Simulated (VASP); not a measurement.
Here is a VASP 6.6.1 calculation.

The input POSCAR:

```
GaN
1.0
    3.1831029069      0.0000000000      0.0000000000
   -1.5915514534      2.7566479802      0.0000000000
    0.0000000000      0.0000000000      5.1835997698
Ga N
2 2
Direct
    0.3333333333      0.6666666667     -0.0008900733
    0.6666666667      0.3333333333      0.4991099267
    0.3333333333      0.6666666667      0.3758900733
    0.6666666667      0.3333333333      0.8758900733
```

Contents of INCAR.step1:

```
SYSTEM = GaN
  ALGO = Normal
  EDIFF = 1E-4
  ENCUT = 600
  GGA = PE
  ISMEAR = 0
  LASPH = .TRUE.
  LCHARG = .FALSE.
  LREAL = .FALSE.
  LWAVE = .TRUE.
  NELM = 100
  PREC = Accurate
  SIGMA = 0.01
```

INCAR.step2

```
SYSTEM = GaN
  ALGO = Normal
  EDIFF = 1E-6
  EDIFFG = -0.002
  ENCUT = 600
  IBRION = 2
  ISIF = 3
  ISMEAR = 0
  ISTART = 1
  LASPH = .TRUE.
  LCHARG = .FALSE.
  LMIXTAU = .TRUE.
  LREAL = .FALSE.
  LWAVE = .FALSE.
  METAGGA = R2SCAN
  NELM = 100
  NSW = 100
  PREC = Accurate
  PSTRESS = 100.0
  SIGMA = 0.01
```

KPOINTS

```
k-points
0
G
  8 8 4
  0 0 0
```

Potentials or basis: VASP PAW PBE potentials, release 64 (Ga_d, N).

The run is started by

```console
$ cat potpaw_PBE.64/Ga_d/POTCAR potpaw_PBE.64/N/POTCAR > POTCAR
$ cp INCAR.step1 INCAR
$ mpirun -np 1 vasp_std > vasp.out
$ cp INCAR.step2 INCAR
$ mpirun -np 1 vasp_std > vasp.out
```

Problem. Estimate the relaxed volume.

Solution. 10.92 Å³/atom.

Problem. What does it give for the band gap on the k mesh?

Solution. 2.62 eV.

Problem. What does it give for the space group after relaxing (to 0.1 Å)?

Solution. P6_3mc (No. 186).

Final structure:
```cif
data_structure
_symmetry_space_group_name_H-M 'P 1'
_symmetry_Int_Tables_number 1
_cell_length_a 3.1400
_cell_length_b 3.1400
_cell_length_c 5.1149
_cell_angle_alpha 90.000
_cell_angle_beta 90.000
_cell_angle_gamma 120.000
_cell_volume 43.67
loop_
_atom_site_label
_atom_site_type_symbol
_atom_site_fract_x
_atom_site_fract_y
_atom_site_fract_z
_atom_site_occupancy
Ga1 Ga 0.33333 0.66667 0.99924 1
Ga2 Ga 0.66667 0.33333 0.49924 1
N1 N 0.33333 0.66667 0.37576 1
N2 N 0.66667 0.33333 0.87576 1
```

Caveat: the cell is relaxed towards a set pressure, so the run minimises the enthalpy, not the energy; the PAW data sets were made with another functional, which shifts forces and pressure a little.
